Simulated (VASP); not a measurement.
Input of a VASP 6.6.1 run:

INCAR

```
PREC = Accurate
ENCUT = 520
EDIFF = 1E-6
ISMEAR = 0
SIGMA = 0.1
LREAL = F
LASPH = T
NELM = 60
ALGO = Fast
ISIF = 2
LWAVE = F
LCHARG = T
GGA = PE
IVDW = 12
LELF = T
LVHAR = T
NBANDS = 12
```

File KPOINTS:

```
Automatic mesh
0
Gamma
  20 20 20
```

File POSCAR:

```
Ag
1.0
    2.7012499172      0.0000000000      0.0000000000
    0.0000000000      2.7012499172      0.0000000000
    0.0000000000      0.0000000000      2.7012499172
Ag
1
Direct
    0.5000000000      0.5000000000      0.5000000000
```

Potentials or basis: VASP PAW PBE potentials, release 64 (Ag).

Run with:

```console
$ cat potpaw_PBE.64/Ag/POTCAR > POTCAR
$ mpirun -np 1 vasp_std > vasp.out
```

Task: Estimate the dispersion energy per atom.

Result: -0.514 eV.

Task: What does it give for the pressure?

Result: -0.1 GPa.

Caveat: pairwise dispersion overbinds metals, which lowers pressure and volume.
